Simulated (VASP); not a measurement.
# Ta3Si3Ag (Pm-3m) in VASP: notebook

Ta3Si3Ag is run at these levels: PBE; tasks: single point, relaxation of cell and atoms.

Program: VASP 6.6.1. These are calculated values, not measurements. Logs are shortened: lines on timing, memory, paths and dates and some standing lists are left out, and cuts for length are marked.

### 1 The cell of the first run

Symmetry: Pm-3m, No. 221, cubic system. The conventional cell has a = 4.966 Å, b = 4.966 Å, c = 4.966 Å, α = 90.00°, β = 90.00°, γ = 90.00°. Within 3.3 Å of Ta (site symmetry 4/mmm) lie 4 Si at 2.48 Å and 2 Ag at 2.48 Å. Within 3.3 Å of Si (site symmetry 4/mmm) lie 4 Ta at 2.48 Å. Within 3.3 Å of Ag (site symmetry m-3m) lie 6 Ta at 2.48 Å.

The cell was generated, and may not be a known phase.

### 2 Single point, PBE

Contents of INCAR:

```
SYSTEM = Ta3Si3Ag
PREC     = Accurate       ! precision mode
ENCUT    = 520            ! plane-wave cutoff, eV
EDIFF    = 1E-6           ! SCF threshold, eV
ISMEAR   = 0              ! smearing method
SIGMA    = 0.1            ! smearing width, eV
LREAL    = .FALSE.        ! projectors in reciprocal space
LASPH    = .TRUE.         ! aspherical terms in the spheres
NELM     = 60             ! most SCF steps
ALGO     = Normal         ! electronic algorithm
ISIF     = 2              ! what is computed and relaxed
LWAVE    = .FALSE.        ! write WAVECAR
LCHARG   = .FALSE.        ! write CHGCAR
GGA      = PE             ! functional
NBANDS   = 37             ! bands
```

Contents of KPOINTS:

```
regular mesh
0
G
  4 4 4
  0 0 0
```

Contents of POSCAR:

```
Ta3Si3Ag
1.0
    4.9662947100      0.0000000000      0.0000000000
    0.0000000000      4.9662947100      0.0000000000
    0.0000000000      0.0000000000      4.9662947100
Ta Si Ag
3 3 1
Direct
    0.0000000000      0.5000000000      0.5000000000
    0.5000000000      0.5000000000      0.0000000000
    0.5000000000      0.0000000000      0.5000000000
    0.0000000000      0.5000000000      0.0000000000
    0.5000000000      0.0000000000      0.0000000000
    0.0000000000      0.0000000000      0.5000000000
    0.5000000000      0.5000000000      0.5000000000
```

Potentials or basis: VASP PAW PBE potentials, release 64 (Ta_pv, Si, Ag).

The run is started by

```console
$ cat potpaw_PBE.64/Ta_pv/POTCAR potpaw_PBE.64/Si/POTCAR potpaw_PBE.64/Ag/POTCAR > POTCAR
$ mpirun -np 1 vasp_std > vasp.out
```

OUTCAR:

```text
SYSTEM = Ta3Si3Ag
   PREC = Accurate
   ENCUT = 520
   EDIFF = 1E-6
   ISMEAR = 0
   LREAL = .FALSE.
   LASPH = .TRUE.
   NELM = 60
   ISIF = 2
   GGA = PE

 ion  position               nearest neighbor table
   1  0.000  0.500  0.500-   4 2.48   6 2.48   7 2.48   4 2.48   6 2.48   7 2.48   3 3.51   3 3.51
                             2 3.51   2 3.51   3 3.51   2 3.51   2 3.51   3 3.51
   2  0.500  0.500  0.000-   4 2.48   5 2.48   7 2.48   7 2.48   5 2.48   4 2.48   3 3.51   3 3.51
                             3 3.51   1 3.51   3 3.51   1 3.51   1 3.51   1 3.51
   3  0.500  0.000  0.500-   5 2.48   6 2.48   7 2.48   5 2.48   7 2.48   6 2.48   2 3.51   1 3.51
                             2 3.51   1 3.51   2 3.51   1 3.51   2 3.51   1 3.51
   4  0.000  0.500  0.000-   1 2.48   2 2.48   1 2.48   2 2.48
   5  0.500  0.000  0.000-   2 2.48   3 2.48   3 2.48   2 2.48
   6  0.000  0.000  0.500-   1 2.48   3 2.48   1 2.48   3 2.48
   7  0.500  0.500  0.500-   1 2.48   2 2.48   3 2.48   2 2.48   3 2.48   1 2.48

  LATTYP: Found a simple cubic cell.
 ALAT       =     4.9662947100

  Lattice vectors:

 A1 = (   4.9662947100,   0.0000000000,   0.0000000000)
 A2 = (   0.0000000000,   4.9662947100,   0.0000000000)
 A3 = (   0.0000000000,   0.0000000000,   4.9662947100)

Analysis of symmetry for initial positions (statically):
=====================================================================
 Subroutine PRICEL returns:
 Original cell was already a primitive cell.

 Routine SETGRP: Setting up the symmetry group for a
 simple cubic supercell.

 Subroutine GETGRP returns: Found 48 space group operations
 (whereof 48 operations were pure point group operations)
 out of a pool of 48 trial point group operations.

The static configuration has the point symmetry O_h .

Analysis of symmetry for dynamics (positions and initial velocities):
=====================================================================
 Subroutine PRICEL returns:
 Original cell was already a primitive cell.

 Routine SETGRP: Setting up the symmetry group for a
 simple cubic supercell.

 Subroutine GETGRP returns: Found 48 space group operations
 (whereof 48 operations were pure point group operations)
 out of a pool of 48 trial point group operations.

The dynamic configuration has the point symmetry O_h .

 Subroutine INISYM returns: Found 48 space group operations
 (whereof 48 operations are pure point group operations),
 and found     1 'primitive' translations

----------------------------------------------------------------------------------------

                                     Primitive cell

  volume of cell :     122.4891

  direct lattice vectors                    reciprocal lattice vectors
     4.966294710  0.000000000  0.000000000     0.201357362  0.000000000  0.000000000
     0.000000000  4.966294710  0.000000000     0.000000000  0.201357362  0.000000000
     0.000000000  0.000000000  4.966294710     0.000000000  0.000000000  0.201357362

  length of vectors
     4.966294710  4.966294710  4.966294710     0.201357362  0.201357362  0.201357362

  position of ions in fractional coordinates (direct lattice)
     0.000000000  0.500000000  0.500000000
     0.500000000  0.500000000  0.000000000
     0.500000000  0.000000000  0.500000000
     0.000000000  0.500000000  0.000000000
     0.500000000  0.000000000  0.000000000
     0.000000000  0.000000000  0.500000000
     0.500000000  0.500000000  0.500000000

  ion indices of the primitive-cell ions
   primitive index   ion index
                 1           1
                 2           2
                 3           3
                 4           4
                 5           5
                 6           6
                 7           7

----------------------------------------------------------------------------------------

 KPOINTS: regular mesh

Automatic generation of k-mesh.
 Grid dimensions read from file:
 generate k-points for:    4    4    4

 Generating k-lattice:

  Cartesian coordinates                     Fractional coordinates (reciprocal lattice)
     0.050339340  0.000000000  0.000000000     0.250000000  0.000000000  0.000000000
     0.000000000  0.050339340  0.000000000     0.000000000  0.250000000  0.000000000
     0.000000000  0.000000000  0.050339340     0.000000000  0.000000000  0.250000000

  Length of vectors
     0.050339340  0.050339340  0.050339340

  Shift w.r.t. Gamma in fractional coordinates (k-lattice)
     0.000000000  0.000000000  0.000000000

 Subroutine IBZKPT returns following result:
 ===========================================

 Found     10 irreducible k-points:

 Following reciprocal coordinates:
            Coordinates               Weight
  0.000000  0.000000  0.000000      1.000000
  0.250000  0.000000  0.000000      6.000000
  0.500000  0.000000  0.000000      3.000000
  0.250000  0.250000  0.000000     12.000000
  0.500000  0.250000  0.000000     12.000000
[... 26 lines left out ...]
   NSW    =      0    number of steps for IOM
   IBRION =     -1    ionic relax: 0-MD 1-quasi-New 2-CG
   NFREE  =      0    steps in history (QN), initial steepest desc. (CG)
   ISIF   =      2    stress and relaxation
   ISYM   =      2    0-nonsym 1-usesym 2-fastsym
   POTIM  = 0.5000    time-step for ionic-motion
   TEBEG  =    0.0;   TEEND  =   0.0 temperature during run
   PSTRESS=    0.0 pullay stress
   NELECT =      56.0000    total number of electrons
   NUPDOWN=      -1.0000    fix difference up-down
   EMIN   =  10.00;   EMAX   =-10.00  energy-range for DOS
   EFERMI =   0.00;   METHOD = LEGACY
   ISMEAR =     0;   SIGMA  =   0.10  broadening in eV -4-tet -1-fermi 0-gaus
   EFERMI_NEDOS =   21; number of points for ismear=-14 and -15
   IALGO  =     38    algorithm
   IMIX   =      4    mixing-type and parameters
     AMIX     =   0.40;   BMIX     =  1.00
     AMIX_MAG =   1.60;   BMIX_MAG =  1.00
  volume/ion in A,a.u.               =      17.50       118.09
  Fermi-wavevector in a.u.,A,eV,Ry     =   1.261164  2.383255 21.640549  1.590536
  Thomas-Fermi vector in A             =   2.394637
   LORBIT       =      0    0 simple, 1 ext, 2 COOP (PROOUT), +10 PAW based schemes
   GGA     = PE    functional components
   LHFCALC =     F    Hartree Fock is set to
   AEXX    =    0.0000 exact exchange contribution
   IVDW    =     0    specifies the selected vdW correction
   LEPSILON=     F    determine dielectric tensor
   LRPA    =     F    only Hartree local field effects (RPA)
 non-spin polarized calculation
 Gauss-broadening in eV      SIGMA  =   0.10
  energy-cutoff  :      520.00
  volume of cell :      122.49
 maximum number of plane-waves:      3362
 NGX is ok and might be reduce to    40
   NGX = 19   NGY = 19   NGZ = 19

 number of electron      55.9999997 magnetization

 Free energy of the ion-electron system (eV)
  ---------------------------------------------------
  ext. energy  EPLUGINS =         0.00000000
  ---------------------------------------------------
  free energy    TOTEN  =       -48.34461912 eV

  energy without entropy =      -48.31557680  energy(sigma->0) =      -48.33009796

 E-fermi :   6.8024     XC(G=0): -11.4641

 val. band max:        6.7756618385   @ k =   0.5000   0.0000   0.0000
 cond. band min:       6.8294791701   @ k =   0.2500   0.2500   0.2500
 fundamental gap:      0.0538173316
 Fermi energy:         6.8023535067

 k-point     1 :       0.0000    0.0000    0.0000
  band No.  band energies     occupation
      1     -27.5047      2.00000
      2     -27.5047      2.00000
      3     -27.5047      2.00000
      4     -27.4275      2.00000
      5     -27.4275      2.00000
      6     -27.4275      2.00000
[... 29 lines left out ...]
     36       9.0923      0.00000
     37      10.2360      0.00000

 k-point     2 :       0.2500    0.0000    0.0000
  band No.  band energies     occupation
      1     -27.4937      2.00000
      2     -27.4935      2.00000
      3     -27.4935      2.00000
      4     -27.4313      2.00000
      5     -27.4313      2.00000
      6     -27.4301      2.00000
[... 29 lines left out ...]
     36       9.5757      0.00000
     37      10.2321      0.00000
[... 278 lines left out ...]
     36      10.3497      0.00000
     37      11.2369      0.00000

 k-point    10 :       0.5000    0.5000    0.5000
  band No.  band energies     occupation
      1     -27.5611      2.00000
      2     -27.5157      2.00000
      3     -27.5157      2.00000
      4     -27.5157      2.00000
      5     -27.3989      2.00000
      6     -27.3989      2.00000
[... 29 lines left out ...]
     36      10.1894      0.00000
     37      10.6399      0.00000

------------------------ aborting loop because EDIFF is reached ----------------------------------------

  FORCE on cell =-STRESS in cart. coord.  units (eV):
  Direction    XX          YY          ZZ          XY          YZ          ZX
  --------------------------------------------------------------------------------------
  -------------------------------------------------------------------------------------
  Total       20.4309745     20.4309745     20.4309745      0.0000000      0.0000000     -0.0000000
  in kB      267.2404538    267.2404538    267.2404538      0.0000000      0.0000000     -0.0000000
  external PRESSURE =     267.2404538 kB  Pullay stress =       0.0000000 kB

 VOLUME and BASIS-vectors are now :
 -----------------------------------------------------------------------------
  energy-cutoff  :      520.00
  volume of cell :      122.49
      direct lattice vectors                 reciprocal lattice vectors
     4.966294710  0.000000000  0.000000000     0.201357362  0.000000000  0.000000000
     0.000000000  4.966294710  0.000000000     0.000000000  0.201357362  0.000000000
     0.000000000  0.000000000  4.966294710     0.000000000  0.000000000  0.201357362

 POSITION                                       TOTAL-FORCE (eV/Angst)
 -----------------------------------------------------------------------------------
      0.00000      2.48315      2.48315         0.000000      0.000000      0.000000
      2.48315      2.48315      0.00000         0.000000      0.000000      0.000000
      2.48315      0.00000      2.48315         0.000000      0.000000      0.000000
      0.00000      2.48315      0.00000         0.000000      0.000000      0.000000
      2.48315      0.00000      0.00000         0.000000      0.000000      0.000000
      0.00000      0.00000      2.48315         0.000000      0.000000      0.000000
      2.48315      2.48315      2.48315         0.000000      0.000000      0.000000
 -----------------------------------------------------------------------------------
    total drift:                               -0.000000     -0.000000     -0.000000

  FREE ENERGIE OF THE ION-ELECTRON SYSTEM (eV)
  ---------------------------------------------------
  free  energy   TOTEN  =       -48.3446191241 eV

  energy  without entropy=      -48.3155767977  energy(sigma->0) =      -48.33009796
```

It took 22 s on 1 thread of Intel Xeon 6975P-C (Granite Rapids), shared host; peak memory 0.26 GiB.

What came out:

```yaml
Free_energy: -48.3446 eV
Pressure: 26.7 GPa
Band_gap_on_the_k_mesh: zero (bands 28 and 29 overlap by 1.62 eV)
```

Levels at points of the mesh, in eV from the Fermi level:
```tsv
k point	band 24	band 25	band 26	band 27	band 28	band 29	band 30	band 31	band 32	band 33
(0.00, 0.00, 0.00)	-0.77	0.76	0.76	0.76	0.77	0.77	0.77	1.24	1.24	1.30
(0.50, 0.00, 0.00)	-1.95	-0.76	-0.34	-0.06	-0.03	0.05	0.05	0.70	0.70	1.28
(0.50, 0.50, 0.00)	-1.99	-1.97	-1.09	-1.09	-0.85	-0.85	1.00	1.33	2.80	2.80
(0.50, 0.50, 0.50)	-3.04	-2.57	-0.99	-0.99	-0.99	0.45	0.45	2.46	2.46	2.46
```

Caveat: the cell stands under pressure; spin-orbit coupling is left out, which moves the levels of the heavy elements.

### 3 Single point, PBE

This run uses another cell than the first one, of 20.38 Å³/atom.

Contents of INCAR:

```
ALGO = Fast
EDIFF = 1E-6
ENCUT = 520
GGA = PE
ISIF = 2
ISMEAR = 0
LASPH = T
LCHARG = F
LREAL = F
LWAVE = F
NBANDS = 37
NELM = 100
PREC = Accurate
SIGMA = 0.1
```

Contents of KPOINTS:

```
k-points
0
Gamma
  4 4 4
```

POSCAR: that of step 2 with these lines changed.

```diff
@@ -2,5 +2,5 @@
 1.0
-    4.9662947100      0.0000000000      0.0000000000
-    0.0000000000      4.9662947100      0.0000000000
-    0.0000000000      0.0000000000      4.9662947100
+    5.2251302641      0.0000000000      0.0000000000
+    0.0000000000      5.2251302641      0.0000000000
+    0.0000000000      0.0000000000      5.2251302641
 Ta Si Ag
```

Potentials or basis: VASP PAW PBE potentials, release 64 (Ta_pv, Si, Ag).

The run is started by

```console
$ cat potpaw_PBE.64/Ta_pv/POTCAR potpaw_PBE.64/Si/POTCAR potpaw_PBE.64/Ag/POTCAR > POTCAR
$ mpirun -np 1 vasp_std > vasp.out
```

Wall time 27 s (1 thread of Intel Xeon 6975P-C (Granite Rapids), shared host); peak memory 0.26 GiB.

The run converged. Its results:

- Free energy: -49.8489 eV
- Pressure: 0.3 GPa
- Band gap on the k mesh: zero (bands 28 and 29 overlap by 1.46 eV)

Levels at points of the mesh, in eV from the Fermi level:
```csv
k point,band 26,band 27,band 28,band 29,band 30,band 31
"(0.00, 0.00, 0.00)",0.40,0.40,0.71,0.71,0.71,0.95
"(0.50, 0.00, 0.00)",-0.08,-0.01,-0.01,-0.01,0.03,0.57
"(0.50, 0.50, 0.00)",-1.11,-1.11,-0.75,-0.75,1.01,1.19
"(0.50, 0.50, 0.50)",-0.85,-0.85,-0.85,0.41,0.41,2.09
```

Caveat: spin-orbit coupling is left out, which moves the levels of the heavy elements.

### 4 Single point, PBE

This run uses another cell than the first one, of 20.51 Å³/atom.

Contents of INCAR:

```
ALGO     = Fast           # electronic algorithm
EDIFF    = 1E-6           # SCF threshold, eV
ENCUT    = 520            # plane-wave cutoff, eV
GGA      = PE             # functional
ISIF     = 2              # what is computed and relaxed
ISMEAR   = 0              # smearing method
LASPH    = T              # aspherical terms in the spheres
LCHARG   = F              # write CHGCAR
LREAL    = F              # projectors in reciprocal space
LWAVE    = F              # write WAVECAR
NBANDS   = 37             # bands
NELM     = 80             # most SCF steps
PREC     = Accurate       # precision mode
SIGMA    = 0.1            # smearing width, eV
```

Contents of KPOINTS:

```
k-points
0
Gamma
  8 8 8
```

POSCAR: that of step 3 with these lines changed.

```diff
@@ -2,5 +2,5 @@
 1.0
-    5.2251302641      0.0000000000      0.0000000000
-    0.0000000000      5.2251302641      0.0000000000
-    0.0000000000      0.0000000000      5.2251302641
+    5.2364414069      0.0000000000      0.0000000000
+    0.0000000000      5.2364414069      0.0000000000
+    0.0000000000      0.0000000000      5.2364414069
 Ta Si Ag
```

The run is started by

```console
$ cat potpaw_PBE.64/Ta_pv/POTCAR potpaw_PBE.64/Si/POTCAR potpaw_PBE.64/Ag/POTCAR > POTCAR
$ mpirun -np 1 vasp_std > vasp.out
```

It took 92 s on 1 thread of Intel Xeon 6975P-C (Granite Rapids), shared host; peak memory 0.35 GiB.

It converged, with:

- Free energy: -49.7969 eV
- Pressure: -0.1 GPa
- Band gap on the k mesh: zero (bands 28 and 29 overlap by 1.45 eV)

Levels at points of the mesh, in eV from the Fermi level:
```
           k point  band 26  band 27  band 28  band 29  band 30  band 31
(0.00, 0.00, 0.00)     0.45     0.45     0.74     0.74     0.74     0.98
(0.50, 0.00, 0.00)    -0.04     0.02     0.03     0.03     0.09     0.61
(0.50, 0.50, 0.00)    -1.07    -1.07    -0.71    -0.71     1.04     1.22
(0.50, 0.50, 0.50)    -0.81    -0.81    -0.81     0.45     0.45     2.10
```

Caveat: spin-orbit coupling is left out, which moves the levels of the heavy elements.

### 5 Relaxation of cell and atoms, PBE

Contents of INCAR:

```
PREC = Accurate
ENCUT = 600
EDIFF = 1E-6
ISMEAR = 0
SIGMA = 0.1
LREAL = F
LASPH = T
NELM = 80
ALGO = Normal
ISIF = 3
LWAVE = F
LCHARG = F
GGA = PE
IBRION = 2
NSW = 90
EDIFFG = -0.04
```

Contents of KPOINTS:

```
regular mesh
0
Gamma
  4 4 4
```

POSCAR: that of step 4 with these lines changed.

```diff
@@ -2,5 +2,5 @@
 1.0
-    5.2364414069      0.0000000000      0.0000000000
-    0.0000000000      5.2364414069      0.0000000000
-    0.0000000000      0.0000000000      5.2364414069
+    4.9662947100      0.0000000000      0.0000000000
+    0.0000000000      4.9662947100      0.0000000000
+    0.0000000000      0.0000000000      4.9662947100
 Ta Si Ag
```

The run is started by

```console
$ cat potpaw_PBE.64/Ta_pv/POTCAR potpaw_PBE.64/Si/POTCAR potpaw_PBE.64/Ag/POTCAR > POTCAR
$ mpirun -np 1 vasp_std > vasp.out
```

Wall time 83 s (1 thread of Intel Xeon 6975P-C (Granite Rapids), shared host); peak memory 0.27 GiB.

The run converged. Its results:

```yaml
Free_energy: -49.8457 eV
Relaxed_volume: 20.47 Å³/atom
Relaxed_cell: a = 5.233 Å, b = 5.233 Å, c = 5.233 Å, α = 90.00°, β = 90.00°, γ = 90.00°
Space_group_after_relaxing_to_0.1_Å: Pm-3m (No. 221)
Energy_gained_by_relaxing: 214.3 meV/atom
Ionic_steps: 4
Pressure_after_relaxing: -0.2 GPa
Band_gap_on_the_k_mesh: zero (bands 28 and 29 overlap by 1.45 eV)
```

Step by step:
```tsv
step	energy change (eV)	largest force (eV/Å)	pressure (GPa)	volume (Å³)
1	0.0000	0.0000	26.75	122.49
2	1.1680	0.0000	-17.70	181.92
3	-1.4956	0.0000	-1.15	144.39
4	-1.5004	0.0000	-0.21	143.28
```

Final structure:
```
CELL_PARAMETERS angstrom
5.23276 0.00000 0.00000
0.00000 5.23276 0.00000
0.00000 0.00000 5.23276
ATOMIC_POSITIONS crystal
Ta 0.00000 0.50000 0.50000
Ta 0.50000 0.50000 0.00000
Ta 0.50000 0.00000 0.50000
Si 0.00000 0.50000 0.00000
Si 0.50000 0.00000 0.00000
Si 0.00000 0.00000 0.50000
Ag 0.50000 0.50000 0.50000
```

Levels at points of the mesh, in eV from the Fermi level:
| k point | band 24 | band 25 | band 26 | band 27 | band 28 | band 29 | band 30 | band 31 | band 32 | band 33 |
| --- | --- | --- | --- | --- | --- | --- | --- | --- | --- | --- |
| (0.00, 0.00, 0.00) | -0.55 | 0.39 | 0.39 | 0.39 | 0.71 | 0.71 | 0.71 | 0.94 | 0.94 | 1.10 |
| (0.50, 0.00, 0.00) | -1.71 | -0.73 | -0.08 | -0.01 | -0.01 | -0.01 | 0.04 | 0.56 | 0.56 | 1.02 |
| (0.50, 0.50, 0.00) | -1.93 | -1.55 | -1.11 | -1.11 | -0.74 | -0.74 | 1.01 | 1.18 | 2.32 | 2.32 |
| (0.50, 0.50, 0.50) | -2.62 | -2.59 | -0.84 | -0.84 | -0.84 | 0.41 | 0.41 | 2.08 | 2.08 | 2.08 |

Caveat: the volume moved by over 15 % at a fixed basis, so the end points are rough; spin-orbit coupling is left out, which moves the levels of the heavy elements.

### 6 Summary

| task | cell | k mesh | cutoff (eV) | gap on the mesh (eV) | pressure (GPa) |
| --- | --- | --- | --- | --- | --- |
| single point | a = 4.966 Å, 7 atoms | 4 × 4 × 4 | 520 | none | 26.7 |
| single point | a = 5.225 Å, 7 atoms | 4 × 4 × 4 | 520 | none | 0.3 |
| single point | a = 5.236 Å, 7 atoms | 8 × 8 × 8 | 520 | none | -0.1 |
| relaxation of cell and atoms | relaxed from a = 4.966 Å, 7 atoms | 4 × 4 × 4 | 600 | none | -0.2 |

Alike in all rows: level PBE; potentials or basis VASP PAW PBE potentials, release 64 (Ta_pv, Si, Ag); no spin polarisation; smearing gaussian 0.1 eV.

Caveats: spin-orbit coupling is left out, which moves the levels of the heavy elements; the cell stands under pressure (at least some runs); the volume moved by over 15 % at a fixed basis, so the end points are rough (at least some runs).

Total energies depend on the potentials used, so only differences within one code and one set of settings carry meaning.

The gap in the log of VASP goes by the Fermi energy; the results here count the filled bands.